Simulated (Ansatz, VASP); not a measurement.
## F: VASP beside Ansatz

The input INCAR:

```
SYSTEM = F
  PREC = Accurate
  ENCUT = 520
  EDIFF = 1E-6
  ISMEAR = 0
  SIGMA = 0.05
  LREAL = .FALSE.
  LASPH = .TRUE.
  NELM = 80
  ALGO = Normal
  ISIF = 2
  LWAVE = .FALSE.
  LCHARG = .FALSE.
  GGA = PS
  NBANDS = 22
```

KPOINTS

```
regular mesh
0
G
  4 4 2
  0 0 0
```

The input POSCAR:

```
F
1.0
    3.3722611164     -1.7887900693     -0.2600978693
    3.3722611164      1.7887900693     -0.2600978693
   -2.5803897193      0.0000000000      7.1821343397
F
4
Direct
    0.0848459664      0.0848459664      0.0940038325
    0.9151540336      0.9151540336      0.9059961675
    0.5015719855      0.5015719855      0.5937195244
    0.4984280145      0.4984280145      0.4062804756
```

Input for Ansatz:

```yaml
crystal:
  lattice:
    - [3.3722611164, -1.7887900693, -0.2600978693]
    - [3.3722611164, 1.7887900693, -0.2600978693]
    - [-2.5803897193, 0.0, 7.1821343397]
  atoms:
    - { symbol: F, position: [0.0848459664, 0.0848459664, 0.0940038325] }
    - { symbol: F, position: [0.9151540336, 0.9151540336, 0.9059961675] }
    - { symbol: F, position: [0.5015719855, 0.5015719855, 0.5937195244] }
    - { symbol: F, position: [0.4984280145, 0.4984280145, 0.4062804756] }
basis:
  ecutwfc: 520.0
kpoints:
  mp_grid: { grid: [4, 4, 2] }
hamiltonian:
  xc: pbesol
scf:
  occupations: { method: gaussian, width: 0.05 }
output:
  forces: true
  stress: true
  eigenvalues: true
```

Change from the starting cell: volume 21.062 Å^3 an atom, stretch along a over the lengths across it, relative to the relaxed cell 1.0835.

Alike in both runs: task single point; functional PBEsol; k mesh 4 × 4 × 2; occupations gaussian, width 0.05 eV; no spin polarisation.

|  | VASP | Ansatz |
| --- | --- | --- |
| version | VASP 6.6.1 | Ansatz 0.2.0 |
| potentials or method | VASP PAW PBE potentials, release 64 (F), cutoff 520 eV | scalar-relativistic, plane waves, PAW |
| valence electrons in the cell | 28 | 28 |

|  | VASP | Ansatz | Ansatz less VASP |
| --- | --- | --- | --- |
| gap on the k mesh at the Fermi level (eV) | 2.85 | 2.92 | +0.074 |
| least direct gap on the mesh (eV) | 2.92 | 3.00 | +0.074 |
| pressure (GPa) | -1.2 | -1.5 | -0.27 |
| traceless stress, the component that is largest in VASP (GPa) | -1.06 | -2.16 | -1.101 |
| rms of the force components (eV/Å) | 0.223 | 0.446 | +0.2232 |

VASP's potentials were made for PBE, not for PBEsol. Atom by atom the forces differ by 0.223 eV/Å (rms over components). One of these differences is far larger than is usual between the two programs; its cause wasn't traced. The functional is the same, so the differences come from potentials, cutoffs and numerics.

The k mesh is coarse, so the values compare programs but aren't converged.
